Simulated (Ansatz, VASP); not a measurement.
# One calculation of TlPb2, two programs

```xyz
6
Lattice="0.0000 4.7314 4.7314 4.7314 0.0000 4.7314 4.7314 4.7314 0.0000" Properties=species:S:1:pos:R:3 pbc="T T T"
Tl    0.0000    0.0000    0.0000
Tl    2.3657    2.3657    2.3657
Pb    5.9143    5.9143    5.9143
Pb    5.9143    3.5486    3.5486
Pb    3.5486    5.9143    3.5486
Pb    3.5486    3.5486    5.9143
```

Alike in both runs: task single point; functional PBE; k mesh 8 × 8 × 8; occupations gaussian, width 0.1 eV; no spin polarisation.

|  | VASP | Ansatz |
| --- | --- | --- |
| version | VASP 6.6.1 | Ansatz 0.2.0 |
| potentials or method | VASP PAW PBE potentials, release 64 (Tl_d, Pb_d), cutoff 520 eV | scalar-relativistic, plane waves, PAW |
| valence electrons in the cell | 82 | 82 |

|  | VASP | Ansatz | Ansatz less VASP |
| --- | --- | --- | --- |
| gap on the k mesh at the Fermi level (eV) | none | none | - |
| pressure (GPa) | -0.9 | -0.8 | +0.06 |

A gap of «none» marks a metal or a gap that the smearing closes. The functional is the same, so the differences come from potentials, cutoffs and numerics.

Spin-orbit coupling is off throughout.
